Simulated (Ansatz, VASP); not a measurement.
**BeTe in VASP and in Ansatz**

```xyz
2
Lattice="0.0000 2.8010 2.8010 2.8010 0.0000 2.8010 2.8010 2.8010 0.0000" Properties=species:S:1:pos:R:3 pbc="T T T"
Be    0.0000    0.0000    0.0000
Te    4.2015    4.2015    4.2015
```

Alike in both runs: task single point; functional PBE; k mesh 10 × 10 × 10; occupations gaussian, width 0.05 eV; no spin polarisation.

|  | VASP | Ansatz |
| --- | --- | --- |
| version | VASP 6.6.1 | Ansatz 0.2.0 |
| potentials or method | VASP PAW PBE potentials, release 64 (Be, Te), cutoff 520 eV | scalar-relativistic, plane waves, PAW |
| valence electrons in the cell | 8 | 18 |

|  | VASP | Ansatz | Ansatz less VASP |
| --- | --- | --- | --- |
| gap on the k mesh at the Fermi level (eV) | 1.93 | 1.95 | +0.015 |
| least direct gap on the mesh (eV) | 3.60 | 3.62 | +0.020 |
| pressure (GPa) | 2.1 | 2.0 | -0.15 |

VASP's potentials hold 8 valence electrons a cell and Ansatz's 18, so a difference there can come from the potentials and not from the codes.

Spin-orbit coupling is off throughout.
